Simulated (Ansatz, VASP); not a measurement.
**Two plane-wave programs on Al3Bi2O**

```
CELL_PARAMETERS angstrom
10.27707 0.00000 0.00000
0.00000 1.62268 4.29571
0.00000 -1.62268 4.29571
ATOMIC_POSITIONS crystal
Al 0.65335 0.81117 0.81117
Al 0.34665 0.81117 0.81117
Al 0.50000 0.05055 0.05055
Bi 0.81799 0.10922 0.10922
Bi 0.18201 0.10922 0.10922
O 0.50000 0.66355 0.66355
```

Alike in both runs: task relaxation of cell and atoms; functional PBE; k mesh 4 × 8 × 8; occupations gaussian, width 0.1 eV; no spin polarisation.

```csv
,VASP,Ansatz
version,VASP 6.6.1,Ansatz 0.2.0
potentials or method,"VASP PAW PBE potentials, release 64 (Al, Bi_d, O), cutoff 600 eV","scalar-relativistic, plane waves, PAW"
valence electrons in the cell,45,45
```

VASP gave:

```
gap on the k mesh at the Fermi level, each at its own relaxed structure (eV) : none
relaxed volume (Å³/atom)                                                     : 23.83
relaxed cell length with the largest relative difference (Å)                 : 10.268
```

Question: Which values does Ansatz return?

Answer: gap on the k mesh at the Fermi level, each at its own relaxed structure (eV): none; relaxed volume (Å³/atom): 23.88; relaxed cell length with the largest relative difference (Å): 10.280.

A gap of «none» marks a metal or a gap that the smearing closes.

Spin-orbit coupling is off throughout.
